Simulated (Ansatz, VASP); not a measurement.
**Two plane-wave programs on ZnSe**

```
Zn Se
1.0
     0.00000    2.86660    2.86660
     2.86660    0.00000    2.86660
     2.86660    2.86660    0.00000
Zn Se
1 1
Direct
  0.00000 0.00000 0.00000
  0.25000 0.25000 0.25000
```

Alike in both runs: task single point; functional PBE; k mesh 6 × 6 × 6; occupations gaussian, width 0.02 eV; no spin polarisation.

```csv
,VASP,Ansatz
version,VASP 6.6.1,Ansatz 0.2.0
potentials or method,"VASP PAW PBE potentials, release 64 (Zn, Se), cutoff 500 eV","scalar-relativistic, plane waves, PAW"
valence electrons in the cell,18,28
```

VASP gave:

```
gap on the k mesh at the Fermi level (eV) : 1.15
least direct gap on the mesh (eV)         : 1.15
pressure (GPa)                            : 0.2
```

Question: What did Ansatz give for the same quantities?

Answer: gap on the k mesh at the Fermi level (eV): 1.15; least direct gap on the mesh (eV): 1.15; pressure (GPa): 0.0.

VASP's potentials hold 18 valence electrons a cell and Ansatz's 28, so a difference there can come from the potentials and not from the codes.
